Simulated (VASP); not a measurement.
# Hg (P6_3/mmc) in VASP: a series of runs

Runs on Hg. Level: PBEsol+D3(BJ). Tasks: single point.

Program: VASP 6.6.1. These are calculated values, not measurements. Logs are shortened: lines on timing, memory, paths and dates and some standing lists are left out, and cuts for length are marked.

## 1. The cell of the first run

Symmetry: P6_3/mmc, No. 194, hexagonal system. The conventional cell has a = 3.312 Å, b = 3.312 Å, c = 4.509 Å, α = 90.00°, β = 90.00°, γ = 120.00°. Within 3.9 Å of Hg (site symmetry -6m2) lie 12 Hg at 2.96 to 3.31 Å.

## 2. Single point, PBEsol+D3(BJ)

Contents of INCAR:

```
SYSTEM = Hg
PREC = Accurate
ENCUT = 520
EDIFF = 1E-7
ISMEAR = 0
SIGMA = 0.15
LREAL = .False.
LASPH = .True.
NELM = 100
ALGO = Fast
ISIF = 2
LWAVE = .False.
LCHARG = .True.
GGA = PS
IVDW = 12
LELF = .True.
LVHAR = .True.
NBANDS = 19
```

Contents of KPOINTS:

```
regular mesh
0
Gamma
  18 18 10
  0 0 0
```

Contents of POSCAR:

```
Hg
1.0
    3.3118000000      0.0000000000      0.0000000000
   -1.6559000000      2.8681029323      0.0000000000
    0.0000000000      0.0000000000      4.5094000000
Hg
2
Direct
    0.6666666667      0.3333333333      0.7500000000
    0.3333333333      0.6666666667      0.2500000000
```

Potentials or basis: VASP PAW PBE potentials, release 64 (Hg).

Launch:

```
> cat potpaw_PBE.64/Hg/POTCAR > POTCAR
> mpirun -np 1 vasp_std > vasp.out
```

OUTCAR:

```text
SYSTEM = Hg
   PREC = Accurate
   ENCUT = 520
   EDIFF = 1E-7
   ISMEAR = 0
   LREAL = .False.
   LASPH = .True.
   NELM = 100
   ISIF = 2
   GGA = PS
   IVDW = 12
 IVDW          = 12

 ion  position               nearest neighbor table
   1  0.667  0.333  0.750-   2 2.96   2 2.96   2 2.96   2 2.96   2 2.96   2 2.96
   2  0.333  0.667  0.250-   1 2.96   1 2.96   1 2.96   1 2.96   1 2.96   1 2.96

  LATTYP: Found a hexagonal cell.
 ALAT       =     3.3118000000
 C/A-ratio  =     1.3616160396

  Lattice vectors:

 A1 = (   3.3118000000,   0.0000000000,   0.0000000000)
 A2 = (  -1.6559000000,   2.8681029323,   0.0000000000)
 A3 = (   0.0000000000,   0.0000000000,   4.5094000000)

Analysis of symmetry for initial positions (statically):
=====================================================================
 Subroutine PRICEL returns:
 Original cell was already a primitive cell.

 Routine SETGRP: Setting up the symmetry group for a
 hexagonal supercell.

 Subroutine GETGRP returns: Found 24 space group operations
 (whereof 12 operations were pure point group operations)
 out of a pool of 24 trial point group operations.

The static configuration has the point symmetry D_3d.
 The point group associated with its full space group is D_6h.

Analysis of symmetry for dynamics (positions and initial velocities):
=====================================================================
 Subroutine PRICEL returns:
 Original cell was already a primitive cell.

 Routine SETGRP: Setting up the symmetry group for a
 hexagonal supercell.

 Subroutine GETGRP returns: Found 24 space group operations
 (whereof 12 operations were pure point group operations)
 out of a pool of 24 trial point group operations.

The dynamic configuration has the point symmetry D_3d.
 The point group associated with its full space group is D_6h.

 Subroutine INISYM returns: Found 24 space group operations
 (whereof 12 operations are pure point group operations),
 and found     1 'primitive' translations

----------------------------------------------------------------------------------------

                                     Primitive cell

  volume of cell :      42.8329

  direct lattice vectors                    reciprocal lattice vectors
     3.311800000  0.000000000  0.000000000     0.301950601  0.174331261  0.000000000
    -1.655900000  2.868102932  0.000000000     0.000000000  0.348662521  0.000000000
     0.000000000  0.000000000  4.509400000     0.000000000  0.000000000  0.221758992

  length of vectors
     3.311800000  3.311800000  4.509400000     0.348662521  0.348662521  0.221758992

  position of ions in fractional coordinates (direct lattice)
     0.666666667  0.333333333  0.750000000
     0.333333333  0.666666667  0.250000000

  ion indices of the primitive-cell ions
   primitive index   ion index
                 1           1
                 2           2

----------------------------------------------------------------------------------------

 KPOINTS: regular mesh

Automatic generation of k-mesh.
 Grid dimensions read from file:
 generate k-points for:   18   18   10

 Generating k-lattice:

  Cartesian coordinates                     Fractional coordinates (reciprocal lattice)
     0.016775033  0.009685070  0.000000000     0.055555556 -0.000000000  0.000000000
     0.000000000  0.019370140  0.000000000     0.000000000  0.055555556  0.000000000
     0.000000000  0.000000000  0.022175899     0.000000000  0.000000000  0.100000000

  Length of vectors
     0.019370140  0.019370140  0.022175899

  Shift w.r.t. Gamma in fractional coordinates (k-lattice)
     0.000000000  0.000000000  0.000000000

 Subroutine IBZKPT returns following result:
 ===========================================

 Found    222 irreducible k-points:

 Following reciprocal coordinates:
            Coordinates               Weight
  0.000000  0.000000  0.000000      1.000000
  0.055556  0.000000  0.000000      6.000000
  0.111111  0.000000  0.000000      6.000000
  0.166667  0.000000  0.000000      6.000000
  0.222222  0.000000  0.000000      6.000000
  0.277778  0.000000  0.000000      6.000000
[... 16 lines left out ...]
  0.333333  0.111111  0.000000     12.000000
  0.388889  0.111111  0.000000     12.000000
 [... further k-points ...]
   k-points           NKPTS =    222   k-points in BZ     NKDIM =    222   number of bands    NBANDS=     19
   number of dos      NEDOS =    301   number of ions     NIONS =      2
   total plane-waves  NPLWV =  28224
   dimension x,y,z NGX =    28 NGY =   28 NGZ =   36
   dimension x,y,z NGXF=    56 NGYF=   56 NGZF=   72
   ions per type =               2
   NGX,Y,Z   is equivalent  to a cutoff of  14.06, 14.06, 13.27 a.u.
   NGXF,Y,Z  is equivalent  to a cutoff of  28.11, 28.11, 26.54 a.u.
 SYSTEM =  Hg
   PREC   = accura    normal or accurate (medium, high low for compatibility)
   ISTART =      0    job   : 0-new  1-cont  2-samecut
   ICHARG =      2    charge: 1-file 2-atom 10-const
   ISPIN  =      1    spin polarized calculation?
   LNONCOLLINEAR =      F non collinear calculations
   LSORBIT =      F    spin-orbit coupling
   LASPH  =      T    aspherical Exc in radial PAW
   ENCUT  =  520.0 eV  38.22 Ry    6.18 a.u.   6.16  6.16  8.38*2*pi/ulx,y,z
   NELM   =    100;   NELMIN=  2; NELMDL= -5     # of ELM steps
   EDIFF  = 0.1E-06   stopping-criterion for ELM
   LREAL  =      F    real-space projection
   EDIFFG = 0.1E-05   stopping-criterion for IOM
   NSW    =      0    number of steps for IOM
   IBRION =     -1    ionic relax: 0-MD 1-quasi-New 2-CG
   NFREE  =      0    steps in history (QN), initial steepest desc. (CG)
   ISIF   =      2    stress and relaxation
   ISYM   =      2    0-nonsym 1-usesym 2-fastsym
   POTIM  = 0.5000    time-step for ionic-motion
   TEBEG  =    0.0;   TEEND  =   0.0 temperature during run
   PSTRESS=    0.0 pullay stress
   NELECT =      24.0000    total number of electrons
   NUPDOWN=      -1.0000    fix difference up-down
   EMIN   =  10.00;   EMAX   =-10.00  energy-range for DOS
   EFERMI =   0.00;   METHOD = LEGACY
   ISMEAR =     0;   SIGMA  =   0.15  broadening in eV -4-tet -1-fermi 0-gaus
   EFERMI_NEDOS =   21; number of points for ismear=-14 and -15
   IALGO  =     68    algorithm
   IMIX   =      4    mixing-type and parameters
     AMIX     =   0.40;   BMIX     =  1.00
     AMIX_MAG =   1.60;   BMIX_MAG =  1.00
  volume/ion in A,a.u.               =      21.42       144.53
  Fermi-wavevector in a.u.,A,eV,Ry     =   1.349644  2.550458 24.783559  1.821540
  Thomas-Fermi vector in A             =   2.477214
   LORBIT       =      0    0 simple, 1 ext, 2 COOP (PROOUT), +10 PAW based schemes
   GGA     = PS    functional components
   LHFCALC =     F    Hartree Fock is set to
   AEXX    =    0.0000 exact exchange contribution
   IVDW    =    12    specifies the selected vdW correction
   LEPSILON=     F    determine dielectric tensor
   LRPA    =     F    only Hartree local field effects (RPA)
 non-spin polarized calculation
 RMM-DIIS sequential band-by-band and
 Gauss-broadening in eV      SIGMA  =   0.15
  energy-cutoff  :      520.00
  volume of cell :       42.83
 maximum number of plane-waves:      1172
 NGX is ok and might be reduce to    28

 number of electron      24.0000004 magnetization

 Free energy of the ion-electron system (eV)
  ---------------------------------------------------
  ext. energy  EPLUGINS =         0.00000000
  ---------------------------------------------------
  free energy    TOTEN  =        -1.00758898 eV

  energy without entropy =       -1.00178723  energy(sigma->0) =       -1.00468810

 E-fermi :   3.5087     XC(G=0): -11.5737

 val. band max:        3.4703521972   @ k =   0.3889   0.2222   0.4000
 cond. band min:       3.5198003548   @ k =   0.4444   0.0556   0.3000
 fundamental gap:      0.0494481576
 Fermi energy:         3.5087443471

 k-point     1 :       0.0000    0.0000    0.0000
  band No.  band energies     occupation
      1      -6.6197      2.00000
      2      -5.1315      2.00000
      3      -3.9851      2.00000
      4      -3.9851      2.00000
      5      -3.8961      2.00000
      6      -3.8961      2.00000
[... 11 lines left out ...]
     18      17.2702      0.00000
     19      17.2988      0.00000

 k-point     2 :       0.0556    0.0000    0.0000
  band No.  band energies     occupation
      1      -6.5559      2.00000
      2      -5.1052      2.00000
      3      -4.0048      2.00000
      4      -4.0008      2.00000
      5      -3.9337      2.00000
      6      -3.8685      2.00000
[... 11 lines left out ...]
     18      17.6801      0.00000
     19      18.0144      0.00000

 k-point     3 :       0.1111    0.0000    0.0000
  band No.  band energies     occupation
      1      -6.3689      2.00000
      2      -5.0348      2.00000
      3      -4.0594      2.00000
      4      -4.0501      2.00000
      5      -4.0176      2.00000
      6      -3.7885      2.00000
[... 11 lines left out ...]
     18      18.5151      0.00000
     19      18.5183      0.00000

 k-point     4 :       0.1667    0.0000    0.0000
  band No.  band energies     occupation
      1      -6.0753      2.00000
      2      -4.9472      2.00000
      3      -4.1374      2.00000
      4      -4.1372      2.00000
      5      -4.0947      2.00000
      6      -3.6642      2.00000
[... 407 lines left out ...]
     18      15.9026      0.00000
     19      16.1446      0.00000

 k-point    23 :       0.3333    0.1111    0.0000
  band No.  band energies     occupation
      1      -4.9383      2.00000
      2      -4.8961      2.00000
      3      -4.7942      2.00000
      4      -4.3227      2.00000
      5      -3.7027      2.00000
      6      -3.4104      2.00000
[... 11 lines left out ...]
     18      15.4867      0.00000
     19      15.7972      0.00000

 k-point    24 :       0.3889    0.1111    0.0000
  band No.  band energies     occupation
      1      -4.9631      2.00000
      2      -4.8763      2.00000
      3      -4.8678      2.00000
      4      -4.3506      2.00000
      5      -3.5403      2.00000
      6      -3.4404      2.00000
[... 11 lines left out ...]
     18      15.2213      0.00000
     19      15.5856      0.00000

 [... further k-points ...]

------------------------ aborting loop because EDIFF is reached ----------------------------------------

 Edisp (eV)   -0.93528

 E8    (eV) :    -0.6347

  FORCE on cell =-STRESS in cart. coord.  units (eV):
  Direction    XX          YY          ZZ          XY          YZ          ZX
  --------------------------------------------------------------------------------------
  -------------------------------------------------------------------------------------
  Total       0.59253     0.59253     1.06721    -0.00000     0.00000    -0.00000
  in kB      22.16370    22.16370    39.91921    -0.00000     0.00000    -0.00000
  external pressure =       28.08 kB  Pullay stress =        0.00 kB

 VOLUME and BASIS-vectors are now :
 -----------------------------------------------------------------------------
  energy-cutoff  :      520.00
  volume of cell :       42.83
      direct lattice vectors                 reciprocal lattice vectors
     3.311800000  0.000000000  0.000000000     0.301950601  0.174331261  0.000000000
    -1.655900000  2.868102932  0.000000000     0.000000000  0.348662521  0.000000000
     0.000000000  0.000000000  4.509400000     0.000000000  0.000000000  0.221758992

 POSITION                                       TOTAL-FORCE (eV/Angst)
 -----------------------------------------------------------------------------------
      1.65590      0.95603      3.38205        -0.000000      0.000000     -0.000000
     -0.00000      1.91207      1.12735         0.000000     -0.000000      0.000000
 -----------------------------------------------------------------------------------
    total drift:                               -0.000000      0.000000     -0.000000

  FREE ENERGIE OF THE ION-ELECTRON SYSTEM (eV)
  ---------------------------------------------------
  free  energy   TOTEN  =        -1.9428704980 eV

  energy  without entropy=       -1.9370687474  energy(sigma->0) =       -1.93996962
```

Run time: 4.9 min. Hardware: 1 thread of Intel Xeon 8259CL, shared host; peak memory 0.29 GiB.

What came out:

```yaml
Free_energy: -1.9429 eV
Pressure: 2.8 GPa
Band_gap_on_the_k_mesh: zero (bands 12 and 13 overlap by 1.81 eV)
Dispersion_energy_per_atom: -0.468 eV
```

Levels at points of the mesh, in eV from the Fermi level:
| k point | band 9 | band 10 | band 11 | band 12 | band 13 | band 14 | band 15 | band 16 |
| --- | --- | --- | --- | --- | --- | --- | --- | --- |
| (0.00, 0.00, 0.00) | -6.87 | -6.06 | -6.06 | -1.02 | 0.79 | 10.70 | 10.70 | 11.77 |
| (0.50, 0.00, 0.00) | -6.16 | -5.72 | -3.44 | -3.40 | 4.39 | 4.57 | 4.73 | 5.21 |
| (0.00, 0.00, 0.50) | -6.27 | -6.27 | -6.27 | -6.27 | 10.90 | 10.90 | 12.01 | 12.01 |
| (0.50, 0.00, 0.50) | -6.22 | -6.22 | -2.06 | -2.06 | -0.36 | -0.36 | 8.57 | 8.57 |

Caveat: the PAW data sets were made with another functional, which shifts forces and pressure a little; spin-orbit coupling is left out, which moves the levels of the heavy elements.

## 3. Single point, PBEsol+D3(BJ)

This run uses another cell than the first one, of the same volume but with other edges.

Contents of INCAR:

```
PREC = Accurate ; ENCUT = 520
EDIFF = 1E-6 ; ISMEAR = 0
SIGMA = 0.15 ; LREAL = F
LASPH = T ; NELM = 100
ALGO = Fast ; ISIF = 2
LWAVE = F ; LCHARG = F
GGA = PS ; IVDW = 12
NBANDS = 19
```

Contents of KPOINTS:

```
regular mesh
0
Gamma
  18 18 10
```

Contents of POSCAR:

```
Hg
1.0
    3.0752000000      0.0000000000      0.0000000000
   -1.5376000000      2.6632013217      0.0000000000
    0.0000000000      0.0000000000      5.2374000000
Hg
2
Direct
    0.6666666667      0.3333333333      0.7500000000
    0.3333333333      0.6666666667      0.2500000000
```

Potentials or basis: VASP PAW PBE potentials, release 64 (Hg).

Launch:

```
> cat potpaw_PBE.64/Hg/POTCAR > POTCAR
> mpirun -np 1 vasp_std > vasp.out
```

Run time: 2.5 min. Hardware: 1 thread of Intel Xeon 8259CL, shared host; peak memory 0.28 GiB.

It converged, with:

```
Free energy                : -1.9525 eV
Pressure                   : 1.4 GPa
Band gap on the k mesh     : zero (bands 12 and 13 overlap by 2.25 eV)
Dispersion energy per atom : -0.467 eV
```

Levels at points of the mesh, in eV from the Fermi level:
```
           k point  band 10  band 11  band 12  band 13  band 14  band 15
(0.00, 0.00, 0.00)    -5.99    -5.99    -2.30    -1.86    13.54    13.66
(0.50, 0.00, 0.00)    -5.71    -2.34    -2.12     2.66     2.84     4.02
(0.00, 0.00, 0.50)    -6.24    -6.24    -6.24     6.23     6.23    13.82
(0.50, 0.00, 0.50)    -5.74    -1.41    -1.41    -0.24    -0.24     9.75
```

Caveat: the PAW data sets were made with another functional, which shifts forces and pressure a little; spin-orbit coupling is left out, which moves the levels of the heavy elements.

## 4. Single point, PBEsol+D3(BJ)

This run uses another cell than the first one, of 21.63 Å³/atom.

Contents of INCAR:

```
PREC     = Accurate       # precision mode
ENCUT    = 520            # plane-wave cutoff, eV
EDIFF    = 1E-7           # SCF threshold, eV
ISMEAR   = 0              # smearing method
SIGMA    = 0.15           # smearing width, eV
LREAL    = False          # projectors in reciprocal space
LASPH    = True           # aspherical terms in the spheres
NELM     = 80             # most SCF steps
ALGO     = Fast           # electronic algorithm
ISIF     = 2              # what is computed and relaxed
LWAVE    = False          # write WAVECAR
LCHARG   = True           # write CHGCAR
GGA      = PS             # functional
IVDW     = 12             # dispersion correction
LELF     = True           # ELF
LVHAR    = True         
NBANDS   = 19             # bands
```

Contents of KPOINTS:

```
Automatic mesh
0
Gamma
  18 18 10
```

Contents of POSCAR:

```
Hg
1.0
    3.0358000000      0.0000000000      0.0000000000
   -1.5179000000      2.6290799208      0.0000000000
    0.0000000000      0.0000000000      5.4194000000
Hg
2
Direct
    0.6666666667      0.3333333333      0.7500000000
    0.3333333333      0.6666666667      0.2500000000
```

Launch:

```
> cat potpaw_PBE.64/Hg/POTCAR > POTCAR
> mpirun -np 1 vasp_std > vasp.out
```

Wall time 2.7 min (1 thread of Intel Xeon 8259CL, shared host); peak memory 0.28 GiB.

It converged, with:

- Free energy: -1.9504 eV
- Pressure: 0.9 GPa
- Band gap on the k mesh: zero (bands 12 and 13 overlap by 2.76 eV)
- Dispersion energy per atom: -0.463 eV

Stress tensor (GPa, compression positive):
```
1.41 0.00 0.00
0.00 1.41 0.00
0.00 0.00 0.02
```

Levels at points of the mesh, in eV from the Fermi level:
| k point | band 8 | band 9 | band 10 | band 11 | band 12 | band 13 | band 14 | band 15 | band 16 | band 17 |
| --- | --- | --- | --- | --- | --- | --- | --- | --- | --- | --- |
| (0.00, 0.00, 0.00) | -6.60 | -6.60 | -6.05 | -6.05 | -2.52 | -2.43 | 12.31 | 13.82 | 14.71 | 14.71 |
| (0.50, 0.00, 0.00) | -6.02 | -5.74 | -5.68 | -2.19 | -1.92 | 2.27 | 2.52 | 3.87 | 7.10 | 8.11 |
| (0.00, 0.00, 0.50) | -7.08 | -6.27 | -6.27 | -6.27 | -6.27 | 5.28 | 5.28 | 14.12 | 14.12 | 15.58 |
| (0.50, 0.00, 0.50) | -6.07 | -5.71 | -5.71 | -1.33 | -1.33 | -0.23 | -0.23 | 9.06 | 9.06 | 10.19 |

Caveat: the PAW data sets were made with another functional, which shifts forces and pressure a little; spin-orbit coupling is left out, which moves the levels of the heavy elements.

## 5. Summary

```csv
cell,further INCAR settings,gap on the mesh (eV),pressure (GPa)
"a = 3.312, b = 3.312, c = 4.509 Å, angles 90.0, 90.0, 120.0°, 2 atoms",ALGO = Fast; EDIFF = 1e-07; NBANDS = 19,none,2.8
"a = 3.075, b = 3.075, c = 5.237 Å, angles 90.0, 90.0, 120.0°, 2 atoms",ALGO = Fast; EDIFF = 1e-06; NBANDS = 19,none,1.4
"a = 3.036, b = 3.036, c = 5.419 Å, angles 90.0, 90.0, 120.0°, 2 atoms",ALGO = Fast; EDIFF = 1e-07; NBANDS = 19,none,0.9
```

Alike in all rows: task single point; level PBEsol+D3(BJ); potentials or basis VASP PAW PBE potentials, release 64 (Hg); no spin polarisation; k mesh 18 × 18 × 10; cutoff (eV) 520; smearing gaussian 0.15 eV.

Caveats: the PAW data sets were made with another functional, which shifts forces and pressure a little; spin-orbit coupling is left out, which moves the levels of the heavy elements.

Absolute energies hang on the potentials; compare differences alone.
